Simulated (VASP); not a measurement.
# Te2Mo in VASP: further runs

The runs below take Te2Mo through single point, with PBE+D3(BJ).

Program: VASP 6.6.1. These are calculated values, not measurements. Logs are shortened: lines on timing, memory, paths and dates and some standing lists are left out, and cuts for length are marked.

## Step 1: The cell of the first run

The cell holds a slab with vacuum, 3 atoms: a = 3.560 Å, b = 3.560 Å, c = 17.524 Å, α = 90.00°, β = 90.00°, γ = 120.00°.

## Step 2: Single point, PBE+D3(BJ)

Input file INCAR:

```
SYSTEM = Te2Mo
PREC = Accurate ; ENCUT = 500
EDIFF = 1E-6 ; ISMEAR = 0
SIGMA = 0.1 ; LREAL = .FALSE.
LASPH = .TRUE. ; NELM = 120
ALGO = Normal ; ISIF = 2
LWAVE = .FALSE. ; LCHARG = .FALSE.
GGA = PE ; IVDW = 12
NBANDS = 20 ; GGA_COMPAT = .FALSE.
```

Input file KPOINTS:

```
regular mesh
0
G
  6 6 1
  0 0 0
```

Input file POSCAR:

```
Te2Mo
1.0
    3.5602328140      0.0000000000      0.0000000000
   -1.7801164070      3.0832520603      0.0000000000
    0.0000000000      0.0000000000     17.5240578200
Te Mo
2 1
Direct
    0.3333333300      0.6666666700      0.8978554500
    0.3333333300      0.6666666700      0.1021445500
    0.0000000000      0.0000000000      0.0000000000
```

Potentials or basis: VASP PAW PBE potentials, release 64 (Te, Mo_sv).

On the command line:

```
cat potpaw_PBE.64/Te/POTCAR potpaw_PBE.64/Mo_sv/POTCAR > POTCAR
mpirun -np 1 vasp_std > vasp.out
```

OUTCAR:

```text
SYSTEM = Te2Mo
   PREC = Accurate
   ENCUT = 500
   EDIFF = 1E-6
   ISMEAR = 0
   LREAL = .FALSE.
   LASPH = .TRUE.
   NELM = 120
   ISIF = 2
   GGA = PE
   IVDW = 12
 IVDW          = 12

 ion  position               nearest neighbor table
   1  0.333  0.667  0.898-   3 2.73   3 2.73   3 2.73   2 3.58
   2  0.333  0.667  0.102-   3 2.73   3 2.73   3 2.73   1 3.58
   3  0.000  0.000  0.000-   1 2.73   2 2.73   1 2.73   2 2.73   1 2.73   2 2.73

  LATTYP: Found a hexagonal cell.
 ALAT       =     3.5602328140
 C/A-ratio  =     4.9221662558

  Lattice vectors:

 A1 = (   3.5602328140,   0.0000000000,   0.0000000000)
 A2 = (  -1.7801164070,   3.0832520603,   0.0000000000)
 A3 = (   0.0000000000,   0.0000000000,  17.5240578200)

Analysis of symmetry for initial positions (statically):
=====================================================================
 Subroutine PRICEL returns:
 Original cell was already a primitive cell.

 Routine SETGRP: Setting up the symmetry group for a
 hexagonal supercell.

 Subroutine GETGRP returns: Found 12 space group operations
 (whereof 12 operations were pure point group operations)
 out of a pool of 24 trial point group operations.

The static configuration has the point symmetry D_3h.

Analysis of symmetry for dynamics (positions and initial velocities):
=====================================================================
 Subroutine PRICEL returns:
 Original cell was already a primitive cell.

 Routine SETGRP: Setting up the symmetry group for a
 hexagonal supercell.

 Subroutine GETGRP returns: Found 12 space group operations
 (whereof 12 operations were pure point group operations)
 out of a pool of 24 trial point group operations.

The dynamic configuration has the point symmetry D_3h.

 Subroutine INISYM returns: Found 12 space group operations
 (whereof 12 operations are pure point group operations),
 and found     1 'primitive' translations

----------------------------------------------------------------------------------------

                                     Primitive cell

  volume of cell :     192.3633

  direct lattice vectors                    reciprocal lattice vectors
     3.560232814  0.000000000  0.000000000     0.280880508  0.162166437  0.000000000
    -1.780116407  3.083252060  0.000000000     0.000000000  0.324332873  0.000000000
     0.000000000  0.000000000 17.524057820     0.000000000  0.000000000  0.057064409

  length of vectors
     3.560232814  3.560232814 17.524057820     0.324332873  0.324332873  0.057064409

  position of ions in fractional coordinates (direct lattice)
     0.333333330  0.666666670  0.897855450
     0.333333330  0.666666670  0.102144550
     0.000000000  0.000000000  0.000000000

  ion indices of the primitive-cell ions
   primitive index   ion index
                 1           1
                 2           2
                 3           3

----------------------------------------------------------------------------------------

 KPOINTS: regular mesh

Automatic generation of k-mesh.
 Grid dimensions read from file:
 generate k-points for:    6    6    1

 Generating k-lattice:

  Cartesian coordinates                     Fractional coordinates (reciprocal lattice)
     0.046813418  0.027027739  0.000000000     0.166666667  0.000000000  0.000000000
     0.000000000  0.054055479  0.000000000     0.000000000  0.166666667  0.000000000
     0.000000000  0.000000000  0.057064409     0.000000000  0.000000000  1.000000000

  Length of vectors
     0.054055479  0.054055479  0.057064409

  Shift w.r.t. Gamma in fractional coordinates (k-lattice)
     0.000000000  0.000000000  0.000000000

 Subroutine IBZKPT returns following result:
 ===========================================

 Found      7 irreducible k-points:

 Following reciprocal coordinates:
            Coordinates               Weight
  0.000000  0.000000  0.000000      1.000000
  0.166667  0.000000  0.000000      6.000000
  0.333333  0.000000  0.000000      6.000000
  0.500000  0.000000  0.000000      3.000000
  0.166667  0.166667  0.000000      6.000000
  0.333333  0.166667  0.000000     12.000000
  0.333333  0.333333  0.000000      2.000000
   k-points           NKPTS =      7   k-points in BZ     NKDIM =      7   number of bands    NBANDS=     20
   number of dos      NEDOS =    301   number of ions     NIONS =      3
   total plane-waves  NPLWV = 100352
   dimension x,y,z NGX =    28 NGY =   28 NGZ =  128
   dimension x,y,z NGXF=    56 NGYF=   56 NGZF=  256
   ions per type =               2   1
   NGX,Y,Z   is equivalent  to a cutoff of  13.07, 13.07, 12.14 a.u.
   NGXF,Y,Z  is equivalent  to a cutoff of  26.15, 26.15, 24.29 a.u.
 SYSTEM =  Te2Mo
   PREC   = accura    normal or accurate (medium, high low for compatibility)
   ISTART =      0    job   : 0-new  1-cont  2-samecut
   ICHARG =      2    charge: 1-file 2-atom 10-const
   ISPIN  =      1    spin polarized calculation?
   LNONCOLLINEAR =      F non collinear calculations
   LSORBIT =      F    spin-orbit coupling
   LASPH  =      T    aspherical Exc in radial PAW
   ENCUT  =  500.0 eV  36.75 Ry    6.06 a.u.   6.49  6.49 31.95*2*pi/ulx,y,z
   NELM   =    120;   NELMIN=  2; NELMDL= -5     # of ELM steps
   EDIFF  = 0.1E-05   stopping-criterion for ELM
   LREAL  =      F    real-space projection
   EDIFFG = 0.1E-04   stopping-criterion for IOM
   NSW    =      0    number of steps for IOM
   IBRION =     -1    ionic relax: 0-MD 1-quasi-New 2-CG
   NFREE  =      0    steps in history (QN), initial steepest desc. (CG)
   ISIF   =      2    stress and relaxation
   ISYM   =      2    0-nonsym 1-usesym 2-fastsym
   POTIM  = 0.5000    time-step for ionic-motion
   TEBEG  =    0.0;   TEEND  =   0.0 temperature during run
   PSTRESS=    0.0 pullay stress
   NELECT =      26.0000    total number of electrons
   NUPDOWN=      -1.0000    fix difference up-down
   EMIN   =  10.00;   EMAX   =-10.00  energy-range for DOS
   EFERMI =   0.00;   METHOD = LEGACY
   ISMEAR =     0;   SIGMA  =   0.10  broadening in eV -4-tet -1-fermi 0-gaus
   EFERMI_NEDOS =   21; number of points for ismear=-14 and -15
   IALGO  =     38    algorithm
   IMIX   =      4    mixing-type and parameters
     AMIX     =   0.40;   BMIX     =  1.00
     AMIX_MAG =   1.60;   BMIX_MAG =  1.00
  volume/ion in A,a.u.               =      64.12       432.71
  Fermi-wavevector in a.u.,A,eV,Ry     =   0.840153  1.587660  9.603777  0.705858
  Thomas-Fermi vector in A             =   1.954489
   LORBIT       =      0    0 simple, 1 ext, 2 COOP (PROOUT), +10 PAW based schemes
   GGA     = PE    functional components
   LHFCALC =     F    Hartree Fock is set to
   AEXX    =    0.0000 exact exchange contribution
   IVDW    =    12    specifies the selected vdW correction
   LEPSILON=     F    determine dielectric tensor
   LRPA    =     F    only Hartree local field effects (RPA)
 non-spin polarized calculation
 Gauss-broadening in eV      SIGMA  =   0.10
  energy-cutoff  :      500.00
  volume of cell :      192.36
 maximum number of plane-waves:      4959
 NGX is ok and might be reduce to    28
   NGX = 13   NGY = 13   NGZ = 63

 number of electron      25.9999997 magnetization

 Free energy of the ion-electron system (eV)
  ---------------------------------------------------
  ext. energy  EPLUGINS =         0.00000000
  ---------------------------------------------------
  free energy    TOTEN  =       -18.01875634 eV

  energy without entropy =      -18.01875634  energy(sigma->0) =      -18.01875634

 E-fermi :   0.6749     XC(G=0):  -4.7380

 val. band max:        0.1012316165   @ k =   0.3333   0.3333   0.0000
 cond. band min:       1.1476443432   @ k =   0.3333   0.3333   0.0000
 fundamental gap:      1.0464127268
 Fermi energy:         0.6749299928

 k-point     1 :       0.0000    0.0000    0.0000
  band No.  band energies     occupation
      1     -60.5665      2.00000
      2     -34.7134      2.00000
      3     -34.6164      2.00000
      4     -34.6164      2.00000
      5     -12.4347      2.00000
      6     -11.4519      2.00000
[... 12 lines left out ...]
     19       4.7621      0.00000
     20       5.6323      0.00000

 k-point     2 :       0.1667    0.0000    0.0000
  band No.  band energies     occupation
      1     -60.5644      2.00000
      2     -34.7070      2.00000
      3     -34.6452      2.00000
      4     -34.6231      2.00000
      5     -12.0712      2.00000
      6     -11.2038      2.00000
[... 12 lines left out ...]
     19       5.2090      0.00000
     20       6.1372      0.00000

 k-point     3 :       0.3333    0.0000    0.0000
  band No.  band energies     occupation
      1     -60.5603      2.00000
      2     -34.7023      2.00000
      3     -34.6942      2.00000
      4     -34.6365      2.00000
      5     -11.1590      2.00000
      6     -10.5931      2.00000
[... 12 lines left out ...]
     19       5.9441      0.00000
     20       6.1918      0.00000

 k-point     4 :       0.5000    0.0000    0.0000
  band No.  band energies     occupation
      1     -60.5582      2.00000
      2     -34.7306      2.00000
      3     -34.6878      2.00000
      4     -34.6431      2.00000
      5     -10.5235      2.00000
      6     -10.1917      2.00000
[... 12 lines left out ...]
     19       6.0742      0.00000
     20       6.6775      0.00000

 k-point     5 :       0.1667    0.1667    0.0000
  band No.  band energies     occupation
      1     -60.5613      2.00000
      2     -34.6974      2.00000
      3     -34.6828      2.00000
      4     -34.6385      2.00000
      5     -11.4247      2.00000
      6     -10.7662      2.00000
[... 12 lines left out ...]
     19       6.0318      0.00000
     20       6.9408      0.00000

 k-point     6 :       0.3333    0.1667    0.0000
  band No.  band energies     occupation
      1     -60.5582      2.00000
      2     -34.7164      2.00000
      3     -34.6878      2.00000
      4     -34.6576      2.00000
      5     -10.5653      2.00000
      6     -10.2015      2.00000
[... 12 lines left out ...]
     19       6.9165      0.00000
     20       6.9251      0.00000

 k-point     7 :       0.3333    0.3333    0.0000
  band No.  band energies     occupation
      1     -60.5572      2.00000
      2     -34.7037      2.00000
      3     -34.6879      2.00000
      4     -34.6846      2.00000
      5     -10.2340      2.00000
      6      -9.9756      2.00000
[... 12 lines left out ...]
     19       5.3018      0.00000
     20       7.4701      0.00000

------------------------ aborting loop because EDIFF is reached ----------------------------------------

 Edisp (eV)   -1.17484

 E8    (eV) :    -0.5709

  FORCE on cell =-STRESS in cart. coord.  units (eV):
  Direction    XX          YY          ZZ          XY          YZ          ZX
  --------------------------------------------------------------------------------------
  -------------------------------------------------------------------------------------
  Total      -1.01437    -1.01437     0.34014     0.00000    -0.00000     0.00000
  in kB      -8.44861    -8.44861     2.83302     0.00000    -0.00000     0.00000
  external pressure =       -4.69 kB  Pullay stress =        0.00 kB

 VOLUME and BASIS-vectors are now :
 -----------------------------------------------------------------------------
  energy-cutoff  :      500.00
  volume of cell :      192.36
      direct lattice vectors                 reciprocal lattice vectors
     3.560232814  0.000000000  0.000000000     0.280880508  0.162166437  0.000000000
    -1.780116407  3.083252060  0.000000000     0.000000000  0.324332873  0.000000000
     0.000000000  0.000000000 17.524057820     0.000000000  0.000000000  0.057064409

 POSITION                                       TOTAL-FORCE (eV/Angst)
 -----------------------------------------------------------------------------------
     -0.00000      2.05550     15.73407        -0.000000      0.000000     -0.102572
     -0.00000      2.05550      1.78999        -0.000000      0.000000      0.102572
      0.00000      0.00000      0.00000         0.000000      0.000000      0.000000
 -----------------------------------------------------------------------------------
    total drift:                                0.000009     -0.000005     -0.000000

  FREE ENERGIE OF THE ION-ELECTRON SYSTEM (eV)
  ---------------------------------------------------
  free  energy   TOTEN  =       -19.1935921174 eV

  energy  without entropy=      -19.1935921174  energy(sigma->0) =      -19.19359212
```

Wall time 58 s (1 thread of Intel Xeon Platinum 8259CL at 2.50GHz (Skylake/Cascade Lake), shared host); peak memory 0.31 GiB.

What came out:

```
Free energy                : -19.1936 eV
Largest force              : 0.103 eV/Å
Band gap on the k mesh     : 1.05 eV, direct
Dispersion energy per atom : -0.392 eV
```

Forces on the atoms (eV/Å):
```
Te   0.000  0.000 -0.103
Te   0.000  0.000  0.103
Mo   0.000  0.000  0.000
```

Caveat: spin-orbit coupling is left out, which moves the levels of the heavy elements.

## Step 3: Single point, PBE+D3(BJ)

This run uses another cell than the first one, of 27.06 Å³/atom, 0.422 times its volume.

Input file INCAR:

```
SYSTEM = Te2Mo
PREC = Accurate
ENCUT = 500
EDIFF = 1E-6
ISMEAR = 0
SIGMA = 0.02
LREAL = .False.
LASPH = .True.
NELM = 120
ALGO = Normal
ISIF = 2
LWAVE = .False.
LCHARG = .False.
GGA = PE
IVDW = 12
NBANDS = 20
GGA_COMPAT = .False.
```

Input file KPOINTS:

```
regular mesh
0
Gamma
  9 9 2
  0 0 0
```

Input file POSCAR:

```
Te2Mo
1.0
    3.4950480024      0.0000000000      0.0000000000
   -1.7475240012      3.0268003575      0.0000000000
    0.0000000000      0.0000000000      7.6751788067
Te Mo
2 1
Direct
    0.3333333333      0.6666666667      0.7629239936
    0.3333333333      0.6666666667      0.2370760064
    0.0000000000      0.0000000000      0.0000000000
```

Potentials or basis: VASP PAW PBE potentials, release 64 (Te, Mo_sv).

On the command line:

```
cat potpaw_PBE.64/Te/POTCAR potpaw_PBE.64/Mo_sv/POTCAR > POTCAR
mpirun -np 1 vasp_std > vasp.out
```

Run time: 41 s. Hardware: 1 thread of Intel Xeon Platinum 8259CL at 2.50GHz (Skylake/Cascade Lake), shared host; peak memory 0.22 GiB.

Results (log left out):

- Free energy: -19.4438 eV
- Pressure: 0.0 GPa
- Largest force: 0.015 eV/Å
- Band gap on the k mesh: 0.99 eV, indirect (least direct gap 1.18 eV)
- Dispersion energy per atom: -0.496 eV

Forces in eV/Å, atoms in the order of the input:
```
Te   0.000  0.000 -0.015
Te   0.000  0.000  0.015
Mo   0.000  0.000  0.000
```

Stress tensor (GPa, compression positive):
```
-0.04  0.00  0.00
 0.00 -0.04  0.00
 0.00  0.00  0.05
```

Levels at points of the mesh, in eV from the valence-band top:
| k point | band 10 | band 11 | band 12 | band 13 | band 14 | band 15 | band 16 | band 17 |
| --- | --- | --- | --- | --- | --- | --- | --- | --- |
| (0.00, 0.00, 0.00) | -1.08 | -0.97 | -0.85 | -0.85 | 3.24 | 3.24 | 3.39 | 3.39 |
| (0.00, 0.00, 0.50) | -1.63 | -0.86 | -0.86 | -0.25 | 3.12 | 3.12 | 3.52 | 3.52 |

Caveat: spin-orbit coupling is left out, which moves the levels of the heavy elements.
